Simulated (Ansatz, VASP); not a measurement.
# One calculation of NaSnF3, two programs

The input INCAR:

```
SYSTEM = NaSnF3
PREC     = Accurate       ! precision mode
ENCUT    = 520            ! plane-wave cutoff, eV
EDIFF    = 1E-6           ! SCF threshold, eV
ISMEAR   = -1             ! smearing method
SIGMA    = 0.02           ! smearing width, eV
LREAL    = .FALSE.        ! projectors in reciprocal space
LASPH    = .TRUE.         ! aspherical terms in the spheres
NELM     = 60             ! most SCF steps
ALGO     = Normal         ! electronic algorithm
ISIF     = 2              ! what is computed and relaxed
LWAVE    = .FALSE.        ! write WAVECAR
LCHARG   = .FALSE.        ! write CHGCAR
GGA      = PE             ! functional
NBANDS   = 29             ! bands
```

KPOINTS

```
regular mesh
0
G
  6 6 6
  0 0 0
```

Contents of POSCAR:

```
NaSnF3
1.0
    4.7716983235      0.0000000000      0.0000000000
    0.0000000000      4.7716983235      0.0000000000
    0.0000000000      0.0000000000      4.5793676774
Na Sn F
1 1 3
Direct
    0.0000000000      0.0000000000      0.0000000000
    0.5000000000      0.5000000000      0.5000000000
    0.5000000000      0.5000000000      0.0000000000
    0.5000000000      0.0000000000      0.5000000000
    0.0000000000      0.5000000000      0.5000000000
```

Input for Ansatz:

```yaml
crystal:
  lattice:
    - [4.7716983235, 0.0, 0.0]
    - [0.0, 4.7716983235, 0.0]
    - [0.0, 0.0, 4.5793676774]
  atoms:
    - { symbol: Na, position: [0.0, 0.0, 0.0] }
    - { symbol: Sn, position: [0.5, 0.5, 0.5] }
    - { symbol: F, position: [0.5, 0.5, 0.0] }
    - { symbol: F, position: [0.5, 0.0, 0.5] }
    - { symbol: F, position: [0.0, 0.5, 0.5] }
kpoints:
  mp_grid: { grid: [6, 6, 6] }
  band_path:
    path: [[0.0, 0.0, 0.0], [0.0, 0.5, 0.0], [0.5, 0.5, 0.0], [0.5, 0.5, 0.5]]
    npoints: 1
hamiltonian:
  xc: pbe
scf:
  occupations: { method: fermi_dirac, width: 0.02 }
  n_extra_bands: 5
output:
  forces: true
  stress: true
  eigenvalues: true
```

Change from the starting cell: epitaxial_xy strain +3.0%.

Alike in both runs: task single point; functional PBE; k mesh 6 × 6 × 6; occupations fermi-dirac, width 0.02 eV; no spin polarisation.

```csv
,VASP,Ansatz
version,VASP 6.6.1,Ansatz 0.2.0
potentials or method,"VASP PAW PBE potentials, release 64 (Na_pv, Sn_d, F)","plane waves, PAW"
plane-wave cutoff (eV),520,420
valence electrons in the cell,42,44
```

Ansatz gave:

| Property | Result |
| --- | --- |
| gap on the k mesh at the Fermi level (eV) | 1.06 |
| pressure (GPa) | -0.3 |
| traceless stress, the component that is largest in VASP (GPa) | 1.90 |

Task: What did VASP give for the same quantities?

Result: gap on the k mesh at the Fermi level (eV): 1.05; pressure (GPa): -0.4; traceless stress, the component that is largest in VASP (GPa): 1.94.

VASP's potentials hold 42 valence electrons a cell and Ansatz's 44, so a difference there can come from the potentials and not from the codes.
